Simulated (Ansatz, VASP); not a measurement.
# One calculation of CrW3, two programs

INCAR

```
SYSTEM = CrW3
PREC = Accurate
ENCUT = 600
EDIFF = 1E-6
ISMEAR = 0
SIGMA = 0.1
LREAL = .FALSE.
LASPH = .TRUE.
NELM = 100
ALGO = Fast
ISIF = 3
LWAVE = .FALSE.
LCHARG = .FALSE.
GGA = PE
IBRION = 2
NSW = 100
EDIFFG = -0.01
```

File KPOINTS:

```
Automatic mesh
0
G
  12 12 12
  0 0 0
```

File POSCAR:

```
CrW3
1.0
    3.9543874516      0.0000000000      0.0000000000
    0.0000000000      3.9543874516      0.0000000000
    0.0000000000      0.0000000000      3.9543874516
Cr W
1 3
Direct
    0.0000000000      0.0000000000      0.0000000000
    0.0000000000      0.5000000000      0.5000000000
    0.5000000000      0.0000000000      0.5000000000
    0.5000000000      0.5000000000      0.0000000000
```

Input for Ansatz:

```yaml
crystal:
  lattice:
    - [3.9543874516, 0.0, 0.0]
    - [0.0, 3.9543874516, 0.0]
    - [0.0, 0.0, 3.9543874516]
  atoms:
    - { symbol: Cr, position: [0.0, 0.0, 0.0] }
    - { symbol: W, position: [0.0, 0.5, 0.5] }
    - { symbol: W, position: [0.5, 0.0, 0.5] }
    - { symbol: W, position: [0.5, 0.5, 0.0] }
basis:
  ecutwfc: 420
kpoints:
  mp_grid: { grid: [12, 12, 12] }
hamiltonian:
  xc: pbe
scf:
  occupations: { method: gaussian, width: 0.1 }
output:
  forces: true
  stress: true
  eigenvalues: true
relax:
  adjacent_minimum: "off"
  f_tol: 0.01
  max_steps: 80
  cell: { stress_tol: 0.05 }
```

Alike in both runs: task relaxation of cell and atoms; functional PBE; k mesh 12 × 12 × 12; occupations gaussian, width 0.1 eV; no spin polarisation.

|  | VASP | Ansatz |
| --- | --- | --- |
| version | VASP 6.6.1 | Ansatz 0.2.0 |
| potentials or method | VASP PAW PBE potentials, release 64 (Cr_pv, W_sv), cutoff 600 eV | scalar-relativistic, plane waves, PAW |
| valence electrons in the cell | 54 | 56 |

|  | VASP | Ansatz | Ansatz less VASP |
| --- | --- | --- | --- |
| gap on the k mesh at the Fermi level, each at its own relaxed structure (eV) | none | none | - |
| relaxed volume (Å³/atom) | 15.43 | 15.41 | -0.021 |
| relaxed cell length with the largest relative difference (Å) | 3.952 | 3.950 | -0.0018 |

A gap of «none» marks a metal or a gap that the smearing closes. VASP's potentials hold 54 valence electrons a cell and Ansatz's 56, so a difference there can come from the potentials and not from the codes.

Neither program's run includes spin-orbit coupling.
